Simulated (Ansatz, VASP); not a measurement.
**Ge: VASP beside Ansatz**

The input INCAR:

```
SYSTEM = Ge
PREC     = Accurate       ! precision mode
ENCUT    = 520            ! plane-wave cutoff, eV
EDIFF    = 1E-6           ! SCF threshold, eV
ISMEAR   = -1             ! smearing method
SIGMA    = 0.02           ! smearing width, eV
LREAL    = .False.        ! projectors in reciprocal space
LASPH    = .True.         ! aspherical terms in the spheres
NELM     = 100            ! most SCF steps
ALGO     = Normal         ! electronic algorithm
ISIF     = 2              ! what is computed and relaxed
LWAVE    = .False.        ! write WAVECAR
LCHARG   = .False.        ! write CHGCAR
GGA      = PE             ! functional
NBANDS   = 21             ! bands
```

KPOINTS

```
Automatic mesh
0
Gamma
  5 5 5
  0 0 0
```

POSCAR

```
Ge
1.0
    0.0000000000      2.8289100000      2.8289100000
    2.8289100000      0.0000000000      2.8289100000
    2.8289100000      2.8289100000      0.0000000000
Ge
2
Direct
    0.7479900000      0.7695300000      0.7320730000
    0.4973340000      0.5141810000      0.5015840000
```

Contents of input.yaml:

```yaml
crystal:
  lattice:
    - [0.0, 2.82891, 2.82891]
    - [2.82891, 0.0, 2.82891]
    - [2.82891, 2.82891, 0.0]
  atoms:
    - { symbol: Ge, position: [0.74799, 0.76953, 0.732073] }
    - { symbol: Ge, position: [0.497334, 0.514181, 0.501584] }
kpoints:
  mp_grid: { grid: [5, 5, 5] }
scf:
  occupations: { method: fermi_dirac, width: 0.02 }
hamiltonian:
  xc: pbe
  pseudopotentials: { kind: all_electron, lapw: { basis_error: 0.003 } }
output:
  forces: true
  stress: true
  eigenvalues: true
```

Change from the starting cell: atoms moved at random, drawn with an rms of 0.05 Å.

Alike in both runs: task single point; functional PBE; k mesh 5 × 5 × 5; occupations fermi-dirac, width 0.02 eV; no spin polarisation.

|  | VASP | Ansatz |
| --- | --- | --- |
| version | VASP 6.6.1 | Ansatz 0.2.0 |
| potentials or method | VASP PAW PBE potentials, release 64 (Ge_d), cutoff 520 eV | all-electron LAPW, scalar-relativistic |

VASP gave:

| Quantity | Value |
| --- | --- |
| gap on the k mesh at the Fermi level (eV) | 0.06 |
| least direct gap on the mesh (eV) | 0.31 |
| pressure (GPa) | 4.0 |
| traceless stress, the component that is largest in VASP (GPa) | 1.71 |
| rms of the force components (eV/Å) | 0.402 |

Problem. Which values does Ansatz return?

Solution. gap on the k mesh at the Fermi level (eV): 0.06; least direct gap on the mesh (eV): 0.31; pressure (GPa): 4.0; traceless stress, the component that is largest in VASP (GPa): 1.72; rms of the force components (eV/Å): 0.403.

Atom by atom the forces differ by 0.000 eV/Å (rms over components). Ansatz ran all-electron here, and VASP with PAW potentials.
